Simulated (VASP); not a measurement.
# Ge (P6_522) in VASP: further runs

Ge is run at these levels: PBE; tasks: single point.

Program: VASP 6.6.1. These are calculated values, not measurements. Logs are shortened: lines on timing, memory, paths and dates and some standing lists are left out, and cuts for length are marked.

**1. The cell of the first run**

It takes space group P6_522 (No. 179, hexagonal). Conventional cell: a = 7.900 Å, b = 7.900 Å, c = 5.518 Å, α = 90.00°, β = 90.00°, γ = 120.00°. Within 3.3 Å of Ge (site symmetry 2) lie 4 Ge at 2.47 to 2.50 Å. Within 3.3 Å of Ge (site symmetry 2) lie 4 Ge at 2.50 to 2.55 Å.

**2. Single point, PBE**

INCAR

```
SYSTEM = Ge
  PREC = Accurate
  ENCUT = 520
  EDIFF = 1E-6
  ISMEAR = 0
  SIGMA = 0.02
  LREAL = .False.
  LASPH = .True.
  NELM = 100
  ALGO = Normal
  ISIF = 2
  LWAVE = .False.
  LCHARG = .False.
  GGA = PE
  NBANDS = 96
```

KPOINTS

```
Automatic mesh
0
Gamma
  6 6 6
  0 0 0
```

POSCAR

```
Ge
1.0
    7.9004960421      0.0000000000      0.0000000000
   -3.9502480210      6.8420302749      0.0000000000
    0.0000000000      0.0000000000      5.5182673728
Ge
12
Direct
    0.2902118763      0.0000000000      0.0000000000
    0.0000000000      0.2902118763      0.6666666667
    0.7097881237      0.7097881237      0.3333333333
    0.7097881237      0.0000000000      0.5000000000
    0.0000000000      0.7097881237      0.1666666667
    0.2902118763      0.2902118763      0.8333333333
    0.4080954053      0.8161908107      0.7500000000
    0.1838091893      0.5919045947      0.4166666667
    0.4080954053      0.5919045947      0.0833333333
    0.5919045947      0.1838091893      0.2500000000
    0.8161908107      0.4080954053      0.9166666667
    0.5919045947      0.4080954053      0.5833333333
```

Potentials or basis: VASP PAW PBE potentials, release 64 (Ge_d).

On the command line:

```
cat potpaw_PBE.64/Ge_d/POTCAR > POTCAR
mpirun -np 1 vasp_std > vasp.out
```

OUTCAR:

```text
SYSTEM = Ge
   PREC = Accurate
   ENCUT = 520
   EDIFF = 1E-6
   ISMEAR = 0
   LREAL = .False.
   LASPH = .True.
   NELM = 100
   ISIF = 2
   GGA = PE

 ion  position               nearest neighbor table
   1  0.290  0.000  0.000-   6 2.47   5 2.47   7 2.50  10 2.50
   2  0.000  0.290  0.667-   6 2.47   4 2.47  11 2.50   8 2.50
   3  0.710  0.710  0.333-   5 2.47   4 2.47  12 2.50   9 2.50
   4  0.710  0.000  0.500-   3 2.47   2 2.47  10 2.50   7 2.50
   5  0.000  0.710  0.167-   3 2.47   1 2.47   8 2.50  11 2.50
   6  0.290  0.290  0.833-   2 2.47   1 2.47   9 2.50  12 2.50
   7  0.408  0.816  0.750-   1 2.50   4 2.50   9 2.55   8 2.55
   8  0.184  0.592  0.417-   5 2.50   2 2.50   7 2.55   9 2.55
   9  0.408  0.592  0.083-   6 2.50   3 2.50   7 2.55   8 2.55
  10  0.592  0.184  0.250-   4 2.50   1 2.50  12 2.55  11 2.55
  11  0.816  0.408  0.917-   2 2.50   5 2.50  10 2.55  12 2.55
  12  0.592  0.408  0.583-   3 2.50   6 2.50  10 2.55  11 2.55

  LATTYP: Found a hexagonal cell.
 ALAT       =     7.9004960421
 C/A-ratio  =     0.6984710002

  Lattice vectors:

 A1 = (   7.9004960421,   0.0000000000,   0.0000000000)
 A2 = (  -3.9502480210,   6.8420302749,   0.0000000000)
 A3 = (   0.0000000000,   0.0000000000,   5.5182673728)

Analysis of symmetry for initial positions (statically):
=====================================================================
 Subroutine PRICEL returns:
 Original cell was already a primitive cell.

 Routine SETGRP: Setting up the symmetry group for a
 hexagonal supercell.

 Subroutine GETGRP returns: Found 12 space group operations
 (whereof  2 operations were pure point group operations)
 out of a pool of 24 trial point group operations.

The static configuration has the point symmetry C_2 .
 The point group associated with its full space group is D_6 .

Analysis of symmetry for dynamics (positions and initial velocities):
=====================================================================
 Subroutine PRICEL returns:
 Original cell was already a primitive cell.

 Routine SETGRP: Setting up the symmetry group for a
 hexagonal supercell.

 Subroutine GETGRP returns: Found 12 space group operations
 (whereof  2 operations were pure point group operations)
 out of a pool of 24 trial point group operations.

The dynamic configuration has the point symmetry C_2 .
 The point group associated with its full space group is D_6 .

 Subroutine INISYM returns: Found 12 space group operations
 (whereof  2 operations are pure point group operations),
 and found     1 'primitive' translations

----------------------------------------------------------------------------------------

                                     Primitive cell

  volume of cell :     298.2923

  direct lattice vectors                    reciprocal lattice vectors
     7.900496042  0.000000000  0.000000000     0.126574331  0.073077724  0.000000000
    -3.950248021  6.842030275  0.000000000     0.000000000  0.146155448  0.000000000
     0.000000000  0.000000000  5.518267373     0.000000000  0.000000000  0.181216301

  length of vectors
     7.900496042  7.900496042  5.518267373     0.146155448  0.146155448  0.181216301

  position of ions in fractional coordinates (direct lattice)
     0.290211876  0.000000000  0.000000000
     1.000000000  0.290211876  0.666666667
     0.709788124  0.709788124  0.333333333
     0.709788124  0.000000000  0.500000000
     1.000000000  0.709788124  0.166666667
     0.290211876  0.290211876  0.833333333
     0.408095405  0.816190811  0.750000000
     0.183809189  0.591904595  0.416666667
     0.408095405  0.591904595  0.083333333
     0.591904595  0.183809189  0.250000000
     0.816190811  0.408095405  0.916666667
     0.591904595  0.408095405  0.583333333

  ion indices of the primitive-cell ions
   primitive index   ion index
                 1           1
                 2           2
                 3           3
                 4           4
                 5           5
                 6           6
                 7           7
                 8           8
                 9           9
                10          10
                11          11
                12          12

----------------------------------------------------------------------------------------

 KPOINTS: Automatic mesh

Automatic generation of k-mesh.
 Grid dimensions read from file:
 generate k-points for:    6    6    6

 Generating k-lattice:

  Cartesian coordinates                     Fractional coordinates (reciprocal lattice)
     0.021095722  0.012179621  0.000000000     0.166666667  0.000000000  0.000000000
     0.000000000  0.024359241  0.000000000     0.000000000  0.166666667  0.000000000
     0.000000000  0.000000000  0.030202717     0.000000000  0.000000000  0.166666667

  Length of vectors
     0.024359241  0.024359241  0.030202717

  Shift w.r.t. Gamma in fractional coordinates (k-lattice)
     0.000000000  0.000000000  0.000000000

 Subroutine IBZKPT returns following result:
 ===========================================

 Found     28 irreducible k-points:

 Following reciprocal coordinates:
            Coordinates               Weight
  0.000000  0.000000  0.000000      1.000000
  0.166667  0.000000  0.000000      6.000000
  0.333333  0.000000  0.000000      6.000000
  0.500000  0.000000  0.000000      3.000000
  0.166667  0.166667  0.000000      6.000000
  0.333333  0.166667  0.000000     12.000000
[... 16 lines left out ...]
  0.166667  0.000000  0.500000      6.000000
  0.333333  0.000000  0.500000      6.000000
 [... further k-points ...]
   k-points           NKPTS =     28   k-points in BZ     NKDIM =     28   number of bands    NBANDS=     96
   number of dos      NEDOS =    301   number of ions     NIONS =     12
   total plane-waves  NPLWV = 151200
   dimension x,y,z NGX =    60 NGY =   60 NGZ =   42
   dimension x,y,z NGXF=   120 NGYF=  120 NGZF=   84
   ions per type =              12
   NGX,Y,Z   is equivalent  to a cutoff of  12.63, 12.63, 12.65 a.u.
   NGXF,Y,Z  is equivalent  to a cutoff of  25.25, 25.25, 25.31 a.u.
 SYSTEM =  Ge
   PREC   = accura    normal or accurate (medium, high low for compatibility)
   ISTART =      0    job   : 0-new  1-cont  2-samecut
   ICHARG =      2    charge: 1-file 2-atom 10-const
   ISPIN  =      1    spin polarized calculation?
   LNONCOLLINEAR =      F non collinear calculations
   LSORBIT =      F    spin-orbit coupling
   LASPH  =      T    aspherical Exc in radial PAW
   ENCUT  =  520.0 eV  38.22 Ry    6.18 a.u.  14.69 14.69 10.26*2*pi/ulx,y,z
   NELM   =    100;   NELMIN=  2; NELMDL= -5     # of ELM steps
   EDIFF  = 0.1E-05   stopping-criterion for ELM
   LREAL  =      F    real-space projection
   EDIFFG = 0.1E-04   stopping-criterion for IOM
   NSW    =      0    number of steps for IOM
   IBRION =     -1    ionic relax: 0-MD 1-quasi-New 2-CG
   NFREE  =      0    steps in history (QN), initial steepest desc. (CG)
   ISIF   =      2    stress and relaxation
   ISYM   =      2    0-nonsym 1-usesym 2-fastsym
   POTIM  = 0.5000    time-step for ionic-motion
   TEBEG  =    0.0;   TEEND  =   0.0 temperature during run
   PSTRESS=    0.0 pullay stress
   NELECT =     168.0000    total number of electrons
   NUPDOWN=      -1.0000    fix difference up-down
   EMIN   =  10.00;   EMAX   =-10.00  energy-range for DOS
   EFERMI =   0.00;   METHOD = LEGACY
   ISMEAR =     0;   SIGMA  =   0.02  broadening in eV -4-tet -1-fermi 0-gaus
   EFERMI_NEDOS =   21; number of points for ismear=-14 and -15
   IALGO  =     38    algorithm
   IMIX   =      4    mixing-type and parameters
     AMIX     =   0.40;   BMIX     =  1.00
     AMIX_MAG =   1.60;   BMIX_MAG =  1.00
  volume/ion in A,a.u.               =      24.86       167.75
  Fermi-wavevector in a.u.,A,eV,Ry     =   1.351960  2.554834 24.868678  1.827796
  Thomas-Fermi vector in A             =   2.479339
   LORBIT       =      0    0 simple, 1 ext, 2 COOP (PROOUT), +10 PAW based schemes
   GGA     = PE    functional components
   LHFCALC =     F    Hartree Fock is set to
   AEXX    =    0.0000 exact exchange contribution
   IVDW    =     0    specifies the selected vdW correction
   LEPSILON=     F    determine dielectric tensor
   LRPA    =     F    only Hartree local field effects (RPA)
 non-spin polarized calculation
 Gauss-broadening in eV      SIGMA  =   0.02
  energy-cutoff  :      520.00
  volume of cell :      298.29
 maximum number of plane-waves:      8061
 NGX is ok and might be reduce to    60
   NGX = 29   NGY = 29   NGZ = 21

 number of electron     168.0000140 magnetization

 Free energy of the ion-electron system (eV)
  ---------------------------------------------------
  ext. energy  EPLUGINS =         0.00000000
  ---------------------------------------------------
  free energy    TOTEN  =       -52.91635545 eV

  energy without entropy =      -52.91635545  energy(sigma->0) =      -52.91635545

 E-fermi :   3.7850     XC(G=0):  -9.3970

 val. band max:        3.6382579493   @ k =   0.0000   0.0000   0.3333
 cond. band min:       4.0330952052   @ k =   0.0000   0.0000   0.3333
 fundamental gap:      0.3948372558
 Fermi energy:         3.7849728006

 k-point     1 :       0.0000    0.0000    0.0000
  band No.  band energies     occupation
      1     -20.7199      2.00000
      2     -20.7187      2.00000
      3     -20.6978      2.00000
      4     -20.6978      2.00000
      5     -20.6883      2.00000
      6     -20.6883      2.00000
[... 88 lines left out ...]
     95       7.6418      0.00000
     96       7.7144      0.00000

 k-point     2 :       0.1667    0.0000    0.0000
  band No.  band energies     occupation
      1     -20.7229      2.00000
      2     -20.7182      2.00000
      3     -20.6973      2.00000
      4     -20.6951      2.00000
      5     -20.6898      2.00000
      6     -20.6883      2.00000
[... 2167 lines left out ...]
     95       7.8967      0.00000
     96       7.8967      0.00000

 k-point    24 :       0.3333    0.0000    0.5000
  band No.  band energies     occupation
      1     -20.7169      2.00000
      2     -20.7169      2.00000
      3     -20.7054      2.00000
      4     -20.7054      2.00000
      5     -20.6842      2.00000
      6     -20.6842      2.00000
[... 88 lines left out ...]
     95       7.9013      0.00000
     96       7.9013      0.00000

 [... further k-points ...]
[... 5 lines left out ...]
  --------------------------------------------------------------------------------------
  -------------------------------------------------------------------------------------
  Total       -0.0936410     -0.0936410     -0.0934145     -0.0000000      0.0000000      0.0000000
  in kB       -0.5029614     -0.5029614     -0.5017446     -0.0000000      0.0000000      0.0000000
  external PRESSURE =      -0.5025558 kB  Pullay stress =       0.0000000 kB

 VOLUME and BASIS-vectors are now :
 -----------------------------------------------------------------------------
  energy-cutoff  :      520.00
  volume of cell :      298.29
      direct lattice vectors                 reciprocal lattice vectors
     7.900496042  0.000000000  0.000000000     0.126574331  0.073077724  0.000000000
    -3.950248021  6.842030275  0.000000000     0.000000000  0.146155448  0.000000000
     0.000000000  0.000000000  5.518267373     0.000000000  0.000000000  0.181216301

 POSITION                                       TOTAL-FORCE (eV/Angst)
 -----------------------------------------------------------------------------------
      2.29282      0.00000      0.00000         0.000899      0.000000      0.000000
     -1.14641      1.98564      3.67884        -0.000449      0.000778     -0.000000
      2.80384      4.85639      1.83942        -0.000449     -0.000778     -0.000000
      5.60768      0.00000      2.75913        -0.000899      0.000000     -0.000000
     -2.80384      4.85639      0.91971         0.000449     -0.000778     -0.000000
      1.14641      1.98564      4.59856         0.000449      0.000778      0.000000
     -0.00000      5.58440      4.13870         0.000000      0.002253     -0.000000
     -0.88599      4.04983      2.29928        -0.001951     -0.001127     -0.000000
      0.88599      4.04983      0.45986         0.001951     -0.001127      0.000000
      3.95025      1.25763      1.37957        -0.000000     -0.002253     -0.000000
      4.83623      2.79220      5.05841         0.001951      0.001127     -0.000000
      3.06426      2.79220      3.21899        -0.001951      0.001127      0.000000
 -----------------------------------------------------------------------------------
    total drift:                               -0.000000      0.000000     -0.000001

  FREE ENERGIE OF THE ION-ELECTRON SYSTEM (eV)
  ---------------------------------------------------
  free  energy   TOTEN  =       -52.9163554494 eV

  energy  without entropy=      -52.9163554494  energy(sigma->0) =      -52.91635545
```

Wall time 10 min (1 thread of AMD EPYC 9R45 (Zen 5), shared host); peak memory 0.66 GiB.

What came out:

- Free energy: -52.9164 eV
- Pressure: -0.1 GPa
- Band gap on the k mesh: 0.39 eV, direct

Forces on the atoms (eV/Å):
```
Ge   0.001  0.000  0.000
Ge   0.000  0.001  0.000
Ge   0.000 -0.001  0.000
Ge  -0.001  0.000  0.000
Ge   0.000 -0.001  0.000
Ge   0.000  0.001  0.000
Ge   0.000  0.002  0.000
Ge  -0.002 -0.001  0.000
Ge   0.002 -0.001  0.000
Ge   0.000 -0.002  0.000
Ge   0.002  0.001  0.000
Ge  -0.002  0.001  0.000
```

**3. Single point, PBE**

INCAR

```
SYSTEM = Ge
ALGO = Normal
EDIFF = 1E-6
ENCUT = 520
GGA = PE
ISIF = 2
ISMEAR = 0
LASPH = .True.
LCHARG = .False.
LREAL = .False.
LWAVE = .False.
NBANDS = 96
NELM = 100
PREC = Accurate
SIGMA = 0.02
```

KPOINTS

```
k-points
0
Gamma
  6 6 6
  0 0 0
```

POSCAR is that of step 2.

Potentials or basis: VASP PAW PBE potentials, release 64 (Ge_d).

On the command line:

```
cat potpaw_PBE.64/Ge_d/POTCAR > POTCAR
mpirun -np 1 vasp_std > vasp.out
```

Wall time 7 min (1 thread of Intel Xeon 6975P-C (Granite Rapids), shared host); peak memory 0.68 GiB.

It converged, with:

```
Free energy            : -52.9164 eV
Pressure               : -0.1 GPa
Band gap on the k mesh : 0.39 eV, direct
```

Forces on the atoms (eV/Å):
```
Ge   0.001  0.000  0.000
Ge   0.000  0.001  0.000
Ge   0.000 -0.001  0.000
Ge  -0.001  0.000  0.000
Ge   0.000 -0.001  0.000
Ge   0.000  0.001  0.000
Ge   0.000  0.002  0.000
Ge  -0.002 -0.001  0.000
Ge   0.002 -0.001  0.000
Ge   0.000 -0.002  0.000
Ge   0.002  0.001  0.000
Ge  -0.002  0.001  0.000
```

Levels at points of the mesh, in eV from the valence-band top:
| k point | band 82 | band 83 | band 84 | band 85 | band 86 | band 87 |
| --- | --- | --- | --- | --- | --- | --- |
| (0.00, 0.00, 0.00) | -0.78 | -0.78 | -0.48 | 1.33 | 1.33 | 1.50 |
| (0.50, 0.00, 0.00) | -0.93 | -0.66 | -0.56 | 1.42 | 1.56 | 1.80 |
| (0.00, 0.00, 0.50) | -0.91 | -0.63 | -0.63 | 1.23 | 1.23 | 1.54 |
| (0.50, 0.00, 0.50) | -0.93 | -0.62 | -0.62 | 1.35 | 1.35 | 2.20 |

A k mesh can miss the band edges.
